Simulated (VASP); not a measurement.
# Se (P-1) in VASP: single point with PBE

Aim: the single point of Se with PBE.

Program: VASP 6.6.1. These are calculated values, not measurements. Logs are shortened: lines on timing, memory, paths and dates and some standing lists are left out, and cuts for length are marked.

### Step 1. The cell of the first run

The typed cell holds 2 atoms: a = 3.407 Å, b = 3.407 Å, c = 3.407 Å, α = 90.00°, β = 90.00°, γ = 90.00°.

### Step 2. Single point, PBE (atom 1 moved 0.45 Å)

INCAR

```
SYSTEM = Se
ALGO = Normal
EDIFF = 1E-6
ENCUT = 520
GGA = PE
ISIF = 2
ISMEAR = -1
LASPH = .TRUE.
LCHARG = .FALSE.
LREAL = .FALSE.
LWAVE = .FALSE.
NBANDS = 13
NELM = 100
PREC = Accurate
SIGMA = 0.05
```

KPOINTS

```
k-points
0
G
  8 8 8
  0 0 0
```

POSCAR

```
Se
1.0
    0.0000000000     -3.4068972300      0.0000000000
   -3.4068972300      0.0000000000      0.0000000000
    0.0000000000      0.0000000000     -3.4068972300
Se
2
Direct
    0.4655916400      0.5167974900      0.4461899600
    0.0344083600      0.9832025100      0.0538100400
```

Potentials or basis: VASP PAW PBE potentials, release 64 (Se).

On the command line:

```
cat potpaw_PBE.64/Se/POTCAR > POTCAR
mpirun -np 1 vasp_std > vasp.out
```

OUTCAR:

```text
SYSTEM = Se
   EDIFF = 1E-6
   ENCUT = 520
   GGA = PE
   ISIF = 2
   ISMEAR = -1
   LASPH = .TRUE.
   LREAL = .FALSE.
   NELM = 100
   PREC = Accurate

 ion  position               nearest neighbor table
   1  0.466  0.517  0.446-   2 2.54   2 2.69
   2  0.034  0.983  0.054-   1 2.54   1 2.69

  LATTYP: Found a simple cubic cell.
 ALAT       =     3.4068972300

  Lattice vectors:

 A1 = (   0.0000000000,  -3.4068972300,   0.0000000000)
 A2 = (  -3.4068972300,   0.0000000000,   0.0000000000)
 A3 = (   0.0000000000,   0.0000000000,  -3.4068972300)

Analysis of symmetry for initial positions (statically):
=====================================================================
 Subroutine PRICEL returns:
 Original cell was already a primitive cell.

 Routine SETGRP: Setting up the symmetry group for a
 simple cubic supercell.

 Subroutine GETGRP returns: Found  2 space group operations
 (whereof  1 operations were pure point group operations)
 out of a pool of 48 trial point group operations.

The static configuration has the point symmetry C_1 .
 The point group associated with its full space group is S_2 .

Analysis of symmetry for dynamics (positions and initial velocities):
=====================================================================
 Subroutine PRICEL returns:
 Original cell was already a primitive cell.

 Routine SETGRP: Setting up the symmetry group for a
 simple cubic supercell.

 Subroutine GETGRP returns: Found  2 space group operations
 (whereof  1 operations were pure point group operations)
 out of a pool of 48 trial point group operations.

The dynamic configuration has the point symmetry C_1 .
 The point group associated with its full space group is S_2 .

 Subroutine INISYM returns: Found  2 space group operations
 (whereof  1 operations are pure point group operations),
 and found     1 'primitive' translations

----------------------------------------------------------------------------------------

                                     Primitive cell

  volume of cell :      39.5437

  direct lattice vectors                    reciprocal lattice vectors
     0.000000000 -3.406897230  0.000000000     0.000000000 -0.293522209  0.000000000
    -3.406897230  0.000000000  0.000000000    -0.293522209  0.000000000  0.000000000
     0.000000000  0.000000000 -3.406897230     0.000000000  0.000000000 -0.293522209

  length of vectors
     3.406897230  3.406897230  3.406897230     0.293522209  0.293522209  0.293522209

  position of ions in fractional coordinates (direct lattice)
     0.465591640  0.516797490  0.446189960
     0.034408360  0.983202510  0.053810040

  ion indices of the primitive-cell ions
   primitive index   ion index
                 1           1
                 2           2

----------------------------------------------------------------------------------------

 KPOINTS: k-points

Automatic generation of k-mesh.
 Grid dimensions read from file:
 generate k-points for:    8    8    8

 Generating k-lattice:

  Cartesian coordinates                     Fractional coordinates (reciprocal lattice)
     0.000000000 -0.036690276  0.000000000     0.125000000  0.000000000  0.000000000
    -0.036690276  0.000000000  0.000000000     0.000000000  0.125000000  0.000000000
     0.000000000  0.000000000 -0.036690276     0.000000000  0.000000000  0.125000000

  Length of vectors
     0.036690276  0.036690276  0.036690276

  Shift w.r.t. Gamma in fractional coordinates (k-lattice)
     0.000000000  0.000000000  0.000000000

 Subroutine IBZKPT returns following result:
 ===========================================

 Found    260 irreducible k-points:

 Following reciprocal coordinates:
            Coordinates               Weight
  0.000000  0.000000  0.000000      1.000000
  0.125000  0.000000  0.000000      2.000000
  0.000000  0.125000  0.000000      2.000000
  0.000000  0.000000  0.125000      2.000000
  0.250000  0.000000  0.000000      2.000000
  0.000000  0.250000  0.000000      2.000000
[... 16 lines left out ...]
 -0.125000  0.250000  0.000000      2.000000
 -0.250000  0.000000  0.125000      2.000000
 [... further k-points ...]
   k-points           NKPTS =    260   k-points in BZ     NKDIM =    260   number of bands    NBANDS=     13
   number of dos      NEDOS =    301   number of ions     NIONS =      2
   total plane-waves  NPLWV =  21952
   dimension x,y,z NGX =    28 NGY =   28 NGZ =   28
   dimension x,y,z NGXF=    56 NGYF=   56 NGZF=   56
   ions per type =               2
   NGX,Y,Z   is equivalent  to a cutoff of  13.66, 13.66, 13.66 a.u.
   NGXF,Y,Z  is equivalent  to a cutoff of  27.33, 27.33, 27.33 a.u.
 SYSTEM =  Se
   PREC   = accura    normal or accurate (medium, high low for compatibility)
   ISTART =      0    job   : 0-new  1-cont  2-samecut
   ICHARG =      2    charge: 1-file 2-atom 10-const
   ISPIN  =      1    spin polarized calculation?
   LNONCOLLINEAR =      F non collinear calculations
   LSORBIT =      F    spin-orbit coupling
   LASPH  =      T    aspherical Exc in radial PAW
   ENCUT  =  520.0 eV  38.22 Ry    6.18 a.u.   6.33  6.33  6.33*2*pi/ulx,y,z
   NELM   =    100;   NELMIN=  2; NELMDL= -5     # of ELM steps
   EDIFF  = 0.1E-05   stopping-criterion for ELM
   LREAL  =      F    real-space projection
   EDIFFG = 0.1E-04   stopping-criterion for IOM
   NSW    =      0    number of steps for IOM
   IBRION =     -1    ionic relax: 0-MD 1-quasi-New 2-CG
   NFREE  =      0    steps in history (QN), initial steepest desc. (CG)
   ISIF   =      2    stress and relaxation
   ISYM   =      2    0-nonsym 1-usesym 2-fastsym
   POTIM  = 0.5000    time-step for ionic-motion
   TEBEG  =    0.0;   TEEND  =   0.0 temperature during run
   PSTRESS=    0.0 pullay stress
   NELECT =      12.0000    total number of electrons
   NUPDOWN=      -1.0000    fix difference up-down
   EMIN   =  10.00;   EMAX   =-10.00  energy-range for DOS
   EFERMI =   0.00;   METHOD = LEGACY
   ISMEAR =    -1;   SIGMA  =   0.05  broadening in eV -4-tet -1-fermi 0-gaus
   EFERMI_NEDOS =   21; number of points for ismear=-14 and -15
   IALGO  =     38    algorithm
   IMIX   =      4    mixing-type and parameters
     AMIX     =   0.40;   BMIX     =  1.00
     AMIX_MAG =   1.60;   BMIX_MAG =  1.00
  volume/ion in A,a.u.               =      19.77       133.43
  Fermi-wavevector in a.u.,A,eV,Ry     =   1.100127  2.078939 16.466855  1.210280
  Thomas-Fermi vector in A             =   2.236533
   LORBIT       =      0    0 simple, 1 ext, 2 COOP (PROOUT), +10 PAW based schemes
   GGA     = PE    functional components
   LHFCALC =     F    Hartree Fock is set to
   AEXX    =    0.0000 exact exchange contribution
   IVDW    =     0    specifies the selected vdW correction
   LEPSILON=     F    determine dielectric tensor
   LRPA    =     F    only Hartree local field effects (RPA)
 non-spin polarized calculation
  energy-cutoff  :      520.00
  volume of cell :       39.54
 maximum number of plane-waves:      1080
 NGX is ok and might be reduce to    28
   NGX = 13   NGY = 13   NGZ = 13

 number of electron      12.0000002 magnetization

 Free energy of the ion-electron system (eV)
  ---------------------------------------------------
  ext. energy  EPLUGINS =         0.00000000
  ---------------------------------------------------
  free energy    TOTEN  =        -5.97681120 eV

  energy without entropy =       -5.96723192  energy(sigma->0) =       -5.97202156

 E-fermi :   5.9825     XC(G=0): -10.6526

 val. band max:        5.9756506593   @ k =  -0.2500  -0.3750   0.3750
 cond. band min:       5.9907483612   @ k =  -0.2500   0.2500   0.2500
 fundamental gap:      0.0150977018
 Fermi energy:         5.9824877552

 k-point     1 :       0.0000    0.0000    0.0000
  band No.  band energies     occupation
      1     -10.8143      2.00000
      2      -4.1610      2.00000
      3       2.0769      2.00000
      4       2.3940      2.00000
      5       2.9530      2.00000
      6       6.9214      0.00000
      7       7.9697      0.00000
      8       9.4339      0.00000
      9      10.9972      0.00000
     10      12.1292      0.00000
     11      16.7805      0.00000
     12      18.0047      0.00000
     13      18.7308      0.00000

 k-point     2 :       0.1250    0.0000    0.0000
  band No.  band energies     occupation
      1     -10.6506      2.00000
      2      -4.4810      2.00000
      3       2.0569      2.00000
      4       2.3808      2.00000
      5       3.0390      2.00000
      6       7.0900      0.00000
      7       7.8670      0.00000
      8       8.9790      0.00000
      9      11.1507      0.00000
     10      12.0244      0.00000
     11      17.3783      0.00000
     12      17.9137      0.00000
     13      18.6068      0.00000

 k-point     3 :       0.0000    0.1250    0.0000
  band No.  band energies     occupation
      1     -10.6422      2.00000
      2      -4.5123      2.00000
      3       1.9404      2.00000
      4       2.4938      2.00000
      5       3.1059      2.00000
      6       6.9660      0.00000
      7       8.0827      0.00000
      8       8.8978      0.00000
      9      11.1792      0.00000
     10      11.9103      0.00000
     11      17.3655      0.00000
     12      17.9547      0.00000
     13      18.5148      0.00000

 k-point     4 :       0.0000    0.0000    0.1250
  band No.  band energies     occupation
      1     -10.6631      2.00000
      2      -4.4311      2.00000
      3       2.1450      2.00000
      4       2.4606      2.00000
      5       2.7503      2.00000
      6       7.1043      0.00000
      7       7.9037      0.00000
      8       9.0609      0.00000
      9      10.8822      0.00000
     10      12.2843      0.00000
     11      17.5962      0.00000
     12      18.0277      0.00000
     13      18.4612      0.00000

 k-point     5 :       0.2500    0.0000    0.0000
  band No.  band energies     occupation
      1     -10.1742      2.00000
      2      -5.3684      2.00000
      3       1.9908      2.00000
      4       2.7956      2.00000
      5       3.4114      2.00000
      6       6.7201      0.00000
      7       7.1754      0.00000
      8       7.9801      0.00000
      9      11.2575      0.00000
     10      13.4376      0.00000
     11      16.1940      0.00000
     12      17.9858      0.00000
     13      18.5179      0.00000
[... 257 lines left out ...]
 k-point    22 :       0.1250    0.0000    0.2500
  band No.  band energies     occupation
      1     -10.0696      2.00000
      2      -5.3038      2.00000
      3       1.3142      2.00000
      4       2.8601      2.00000
      5       3.5227      2.00000
      6       5.8045      1.94471
      7       7.8384      0.00000
      8       8.0756      0.00000
      9      11.5126      0.00000
     10      14.4212      0.00000
     11      15.9307      0.00000
     12      16.6929      0.00000
     13      18.1006      0.00000

 k-point    23 :      -0.1250    0.2500    0.0000
  band No.  band energies     occupation
      1      -9.9748      2.00000
      2      -5.5391      2.00000
      3       1.0957      2.00000
      4       3.2170      2.00000
      5       3.8290      2.00000
      6       5.6451      1.99766
      7       7.5662      0.00000
      8       8.4100      0.00000
      9      11.8842      0.00000
     10      13.4914      0.00000
     11      15.4516      0.00000
     12      17.0881      0.00000
     13      17.8516      0.00000

 k-point    24 :      -0.2500    0.0000    0.1250
  band No.  band energies     occupation
      1     -10.0322      2.00000
      2      -5.3880      2.00000
      3       1.0475      2.00000
      4       2.9475      2.00000
      5       4.1063      2.00000
      6       5.5181      1.99981
      7       7.6574      0.00000
      8       8.3387      0.00000
      9      11.8470      0.00000
     10      13.4207      0.00000
     11      16.1292      0.00000
     12      16.4857      0.00000
     13      17.6190      0.00000

 [... further k-points ...]
[... 5 lines left out ...]
  --------------------------------------------------------------------------------------
  -------------------------------------------------------------------------------------
  Total        1.1313726      1.8592788      2.0522796      0.1773280     -0.2677667      0.0763336
  in kB       45.8394225     75.3317415     83.1514846      7.1847372    -10.8490075      3.0927806
  external PRESSURE =      68.1075495 kB  Pullay stress =       0.0000000 kB

 VOLUME and BASIS-vectors are now :
 -----------------------------------------------------------------------------
  energy-cutoff  :      520.00
  volume of cell :       39.54
      direct lattice vectors                 reciprocal lattice vectors
     0.000000000 -3.406897230  0.000000000     0.000000000 -0.293522209  0.000000000
    -3.406897230  0.000000000  0.000000000    -0.293522209  0.000000000  0.000000000
     0.000000000  0.000000000 -3.406897230     0.000000000  0.000000000 -0.293522209

 POSITION                                       TOTAL-FORCE (eV/Angst)
 -----------------------------------------------------------------------------------
     -1.76068     -1.58622     -1.52012        -0.071810      0.190527      0.271316
     -3.34967     -0.11723     -0.18333         0.071810     -0.190527     -0.271316
 -----------------------------------------------------------------------------------
    total drift:                               -0.000000      0.000000      0.000000

  FREE ENERGIE OF THE ION-ELECTRON SYSTEM (eV)
  ---------------------------------------------------
  free  energy   TOTEN  =        -5.9768111995 eV

  energy  without entropy=       -5.9672319236  energy(sigma->0) =       -5.97202156
```

Run time: 3 min. Hardware: 1 thread of AMD EPYC 7R13, shared host; peak memory 0.21 GiB.

What came out:

* Free energy: -5.9768 eV
* Pressure: 6.8 GPa
* Largest force: 0.339 eV/Å
* Band gap on the k mesh: zero (bands 6 and 7 overlap by 3.44 eV)

Forces on the atoms (eV/Å):
```
Se  -0.072  0.191  0.271
Se   0.072 -0.191 -0.271
```

Levels at points of the mesh, in eV from the Fermi level:
```tsv
k point	band 3	band 4	band 5	band 6	band 7	band 8	band 9	band 10
(0.00, 0.00, 0.00)	-3.91	-3.59	-3.03	0.94	1.99	3.45	5.01	6.15
(0.50, 0.00, 0.00)	-3.00	-2.56	-1.84	-0.75	-0.03	0.40	5.94	7.25
(0.00, 0.50, 0.00)	-2.89	-2.73	-1.17	-0.51	-0.41	0.12	6.18	6.81
(0.00, 0.00, 0.50)	-3.21	-2.60	-2.18	-1.22	0.49	0.73	5.72	7.87
(0.50, 0.50, 0.00)	-7.19	-7.00	-0.34	-0.13	2.42	2.42	7.03	7.23
(0.00, 0.50, 0.50)	-6.95	-6.68	-0.58	-0.12	2.11	2.21	6.89	7.18
(0.50, 0.00, 0.50)	-6.94	-6.41	-0.97	0.16	1.80	2.18	6.71	7.28
(0.50, 0.50, 0.50)	-5.79	-5.54	-4.37	-3.52	-2.31	-1.84	13.61	13.62
```

Caveat: the cell differs from its parent crystal (atom 1 moved 0.45 Å); the cell stands under pressure.
